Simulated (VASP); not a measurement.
# Sn (Fd-3m) in VASP: single point with PBE

Aim: the single point of Sn with PBE.

Program: VASP 6.6.1. These are calculated values, not measurements. Logs are shortened: lines on timing, memory, paths and dates and some standing lists are left out, and cuts for length are marked.

## Step 1: The cell of the first run

It takes space group Fd-3m (No. 227, cubic). Conventional cell: a = 6.655 Å, b = 6.655 Å, c = 6.655 Å, α = 90.00°, β = 90.00°, γ = 90.00°. Sn (site symmetry -43m) has 4 Sn at 2.88 Å within 3.8 Å.

This isn't the form of Sn at room conditions, which is tetragonal (white tin).

## Step 2: Single point, PBE

File POSCAR:

```
Sn
1.0
    0.0000000000      3.3273247537      3.3273247537
    3.3273247537      0.0000000000      3.3273247537
    3.3273247537      3.3273247537      0.0000000000
Sn
2
Direct
    0.0000000000      0.0000000000      0.0000000000
    0.2500000000      0.2500000000      0.2500000000
```

File INCAR.step1:

```
SYSTEM = Sn
ALGO = Normal ; EDIFF = 1E-7
ENCUT = 520 ; GGA = PE
ISIF = 2 ; ISMEAR = 0
LASPH = .TRUE. ; LCHARG = .TRUE.
LREAL = .FALSE. ; LWAVE = .FALSE.
NBANDS = 21 ; NELM = 60
PREC = Accurate ; SIGMA = 0.1
```

File KPOINTS.step1:

```
k-points
0
G
  12 12 12
  0 0 0
```

File INCAR.step2:

```
SYSTEM = Sn
ALGO = Normal ; EDIFF = 1E-7
ENCUT = 520 ; GGA = PE
ICHARG = 11 ; ISIF = 2
ISMEAR = -5 ; LASPH = .TRUE.
LCHARG = .FALSE. ; LORBIT = 10
LREAL = .FALSE. ; LWAVE = .FALSE.
NEDOS = 1001 ; NELM = 60
PREC = Accurate ; SIGMA = 0.1
```

File KPOINTS.step2:

```
k-points
0
G
  18 18 18
  0 0 0
```

Potentials or basis: VASP PAW PBE potentials, release 64 (Sn_d).

On the command line:

```
cat potpaw_PBE.64/Sn_d/POTCAR > POTCAR
cp INCAR.step1 INCAR
cp KPOINTS.step1 KPOINTS
mpirun -np 1 vasp_std > vasp.out
cp INCAR.step2 INCAR
cp KPOINTS.step2 KPOINTS
mpirun -np 1 vasp_std > vasp.out
```

OUTCAR:

```text
SYSTEM = Sn
   EDIFF = 1E-7
   ENCUT = 520
   GGA = PE
   ICHARG = 11
   ISIF = 2
   ISMEAR = -5
   LASPH = .TRUE.
   LORBIT = 10
   LREAL = .FALSE.
   NELM = 60
   PREC = Accurate

 ion  position               nearest neighbor table
   1  0.000  0.000  0.000-   2 2.88   2 2.88   2 2.88   2 2.88
   2  0.250  0.250  0.250-   1 2.88   1 2.88   1 2.88   1 2.88

  LATTYP: Found a face centered cubic cell.
 ALAT       =     6.6546495074

  Lattice vectors:

 A1 = (   0.0000000000,   3.3273247537,   3.3273247537)
 A2 = (   3.3273247537,   0.0000000000,   3.3273247537)
 A3 = (   3.3273247537,   3.3273247537,   0.0000000000)

Analysis of symmetry for initial positions (statically):
=====================================================================
 Subroutine PRICEL returns:
 Original cell was already a primitive cell.

 Routine SETGRP: Setting up the symmetry group for a
 face centered cubic supercell.

 Subroutine GETGRP returns: Found 48 space group operations
 (whereof 24 operations were pure point group operations)
 out of a pool of 48 trial point group operations.

The static configuration has the point symmetry T_d .
 The point group associated with its full space group is O_h .

Analysis of symmetry for dynamics (positions and initial velocities):
=====================================================================
 Subroutine PRICEL returns:
 Original cell was already a primitive cell.

 Routine SETGRP: Setting up the symmetry group for a
 face centered cubic supercell.

 Subroutine GETGRP returns: Found 48 space group operations
 (whereof 24 operations were pure point group operations)
 out of a pool of 48 trial point group operations.

The dynamic configuration has the point symmetry T_d .
 The point group associated with its full space group is O_h .

 Subroutine INISYM returns: Found 48 space group operations
 (whereof 24 operations are pure point group operations),
 and found     1 'primitive' translations

----------------------------------------------------------------------------------------

                                     Primitive cell

  volume of cell :      73.6742

  direct lattice vectors                    reciprocal lattice vectors
     0.000000000  3.327324754  3.327324754    -0.150270874  0.150270874  0.150270874
     3.327324754  0.000000000  3.327324754     0.150270874 -0.150270874  0.150270874
     3.327324754  3.327324754  0.000000000     0.150270874  0.150270874 -0.150270874

[... 84 lines left out ...]
   NELM   =     60;   NELMIN=  2; NELMDL=  0     # of ELM steps
   EDIFF  = 0.1E-06   stopping-criterion for ELM
   LREAL  =      F    real-space projection
   EDIFFG = 0.1E-05   stopping-criterion for IOM
   NSW    =      0    number of steps for IOM
   IBRION =     -1    ionic relax: 0-MD 1-quasi-New 2-CG
   NFREE  =      0    steps in history (QN), initial steepest desc. (CG)
   ISIF   =      2    stress and relaxation
   ISYM   =      2    0-nonsym 1-usesym 2-fastsym
   POTIM  = 0.5000    time-step for ionic-motion
   TEBEG  =    0.0;   TEEND  =   0.0 temperature during run
   PSTRESS=    0.0 pullay stress
   NELECT =      28.0000    total number of electrons
   NUPDOWN=      -1.0000    fix difference up-down
   EMIN   =  10.00;   EMAX   =-10.00  energy-range for DOS
   EFERMI =   0.00;   METHOD = LEGACY
   ISMEAR =    -5;   SIGMA  =   0.10  broadening in eV -4-tet -1-fermi 0-gaus
   EFERMI_NEDOS =   21; number of points for ismear=-14 and -15
   IALGO  =     38    algorithm
   IMIX   =      4    mixing-type and parameters
     AMIX     =   0.40;   BMIX     =  1.00
     AMIX_MAG =   1.60;   BMIX_MAG =  1.00
  volume/ion in A,a.u.               =      36.84       248.59
  Fermi-wavevector in a.u.,A,eV,Ry     =   1.185830  2.240893 19.132404  1.406192
  Thomas-Fermi vector in A             =   2.322015
   LORBIT       =     10    0 simple, 1 ext, 2 COOP (PROOUT), +10 PAW based schemes
   GGA     = PE    functional components
   LHFCALC =     F    Hartree Fock is set to
   AEXX    =    0.0000 exact exchange contribution
   IVDW    =     0    specifies the selected vdW correction
   LEPSILON=     F    determine dielectric tensor
   LRPA    =     F    only Hartree local field effects (RPA)
 non-spin polarized calculation
 Fermi weights with tetrahedron method with Bloechl corrections
  energy-cutoff  :      520.00
  volume of cell :       73.67
 maximum number of plane-waves:      2012

 number of electron      28.0000007 magnetization

 Free energy of the ion-electron system (eV)
  ---------------------------------------------------
  ext. energy  EPLUGINS =         0.00000000
  ---------------------------------------------------
  free energy    TOTEN  =        -7.69400469 eV

  energy without entropy =       -7.69400469  energy(sigma->0) =       -7.69400469

 E-fermi :   4.8853     XC(G=0):  -8.5508

 val. band max:        4.9012946181   @ k =   0.0556   0.0000   0.0000
 cond. band min:       4.8060339123   @ k =   0.3889   0.0000   0.0000
 fundamental gap:     -0.0952607058
 Fermi energy:         4.8852652403

 k-point     1 :       0.0000    0.0000    0.0000
  band No.  band energies     occupation
      1     -16.6783      2.00000
      2     -16.6783      2.00000
      3     -16.6783      2.00000
      4     -16.6278      2.00000
      5     -16.6278      2.00000
      6     -16.3758      2.00000
[... 481 lines left out ...]
      5     -16.5914      2.00000
      6     -16.4217      2.00000
[... 10 lines left out ...]
     17       7.9328      0.00000
     18       8.9937      0.00000

 [... further k-points ...]
[... 5 lines left out ...]
  --------------------------------------------------------------------------------------
  -------------------------------------------------------------------------------------
  Total       -0.0348587     -0.0348587     -0.0348587      0.0000000      0.0000000     -0.0000000
  in kB       -0.7580651     -0.7580651     -0.7580651      0.0000000      0.0000000     -0.0000000
  external PRESSURE =      -0.7580651 kB  Pullay stress =       0.0000000 kB

 VOLUME and BASIS-vectors are now :
 -----------------------------------------------------------------------------
  energy-cutoff  :      520.00
  volume of cell :       73.67
      direct lattice vectors                 reciprocal lattice vectors
     0.000000000  3.327324754  3.327324754    -0.150270874  0.150270874  0.150270874
     3.327324754  0.000000000  3.327324754     0.150270874 -0.150270874  0.150270874
     3.327324754  3.327324754  0.000000000     0.150270874  0.150270874 -0.150270874

 POSITION                                       TOTAL-FORCE (eV/Angst)
 -----------------------------------------------------------------------------------
      0.00000      0.00000      0.00000        -0.000000     -0.000000     -0.000000
      1.66366      1.66366      1.66366         0.000000      0.000000      0.000000
 -----------------------------------------------------------------------------------
    total drift:                                0.000000      0.000000      0.000000

  FREE ENERGIE OF THE ION-ELECTRON SYSTEM (eV)
  ---------------------------------------------------
  free  energy   TOTEN  =        -7.6940046892 eV

  energy  without entropy=       -7.6940046892  energy(sigma->0) =       -7.69400469

 total charge

# of ion       s       p       d       tot
------------------------------------------
    1        1.175   1.144   9.961  12.279
    2        1.175   1.144   9.961  12.279
--------------------------------------------------
tot          2.350   2.287  19.921  24.558
```

OSZICAR.step1:

```text
N       E                     dE             d eps       ncg     rms          rms(c)
DAV:   1     0.228094343821E+03    0.22809E+03   -0.14462E+04  3079   0.185E+03
DAV:   2     0.175603445365E+02   -0.21053E+03   -0.20620E+03  3039   0.446E+02
DAV:   3    -0.687013178523E+01   -0.24430E+02   -0.24271E+02  3579   0.140E+02
DAV:   4    -0.770237037778E+01   -0.83224E+00   -0.83184E+00  3384   0.288E+01
DAV:   5    -0.773684823330E+01   -0.34478E-01   -0.34477E-01  4526   0.546E+00    0.288E+00
DAV:   6    -0.770568041610E+01    0.31168E-01   -0.25115E-02  4076   0.201E+00    0.169E+00
DAV:   7    -0.769109820722E+01    0.14582E-01   -0.38103E-02  3314   0.206E+00    0.156E-01
DAV:   8    -0.769276820079E+01   -0.16700E-02   -0.52801E-03  3414   0.815E-01    0.499E-02
DAV:   9    -0.769320139183E+01   -0.43319E-03   -0.55904E-04  3334   0.147E-01    0.120E-02
DAV:  10    -0.769322012282E+01   -0.18731E-04   -0.33797E-05  3921   0.474E-02    0.610E-03
DAV:  11    -0.769322533661E+01   -0.52138E-05   -0.80570E-06  3257   0.159E-02    0.677E-04
DAV:  12    -0.769322535034E+01   -0.13730E-07   -0.22148E-07  3038   0.339E-03
   1 F= -.76932254E+01 E0= -.76925763E+01  d E =-.129816E-02
```

Run time: 4.5 min. Hardware: 1 thread of Intel Xeon 6975P-C (Granite Rapids), shared host; peak memory 0.34 GiB.

Results:

```yaml
Valence_electrons_inside_the_program's_atomic_spheres: Sn 12.28
```

Caveat: spin-orbit coupling is left out, which moves the levels of the heavy elements.
